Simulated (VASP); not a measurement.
Input of a VASP 6.6.1 run:

File INCAR:

```
ALGO = Normal ; EDIFF = 1E-6
ENCUT = 520 ; GGA = PE
ISIF = 2 ; ISMEAR = 0
ISPIN = 2 ; LASPH = T
LCHARG = T ; LELF = T
LMAXMIX = 4 ; LORBIT = 11
LREAL = F ; LVHAR = T
LWAVE = F ; MAGMOM = 4 4 1 0 0 0 0
NBANDS = 45 ; NELM = 150
PREC = Accurate ; SIGMA = 0.15
```

The input KPOINTS:

```
k-points
0
Gamma
  2 2 3
```

POSCAR

```
Mn2RuSe4
1.0
    6.9288068507      0.0000000000      0.0000000000
    0.0000000000      6.9288068507      0.0000000000
    0.0000000000      0.0000000000      4.4918515218
Mn Ru Se
2 1 4
Direct
    0.5000000000      0.5000000000      0.0000000000
    0.0000000000      0.0000000000      0.5000000000
    0.5000000000      0.5000000000      0.5000000000
    0.3243334709      0.0000000000      0.5000000000
    0.6756665291      0.0000000000      0.5000000000
    0.0000000000      0.3243334709      0.5000000000
    0.0000000000      0.6756665291      0.5000000000
```

Potentials or basis: VASP PAW PBE potentials, release 64 (Mn_pv, Ru_pv, Se).

Run with:

```sh
$ cat potpaw_PBE.64/Mn_pv/POTCAR potpaw_PBE.64/Ru_pv/POTCAR potpaw_PBE.64/Se/POTCAR > POTCAR
$ mpirun -np 1 vasp_std > vasp.out
```

Q: Estimate the net moment.

A: 6.11 μB per cell.

Q: Predict the site moments.

A: Mn +3.72, +2.61; Ru -0.34; Se -0.09 μB.

Stress tensor (GPa, compression positive):
```
0.84 0.00 0.00
0.00 0.84 0.00
0.00 0.00 0.18
```

Caveat: the k points lie up to 0.47 Å⁻¹ apart.
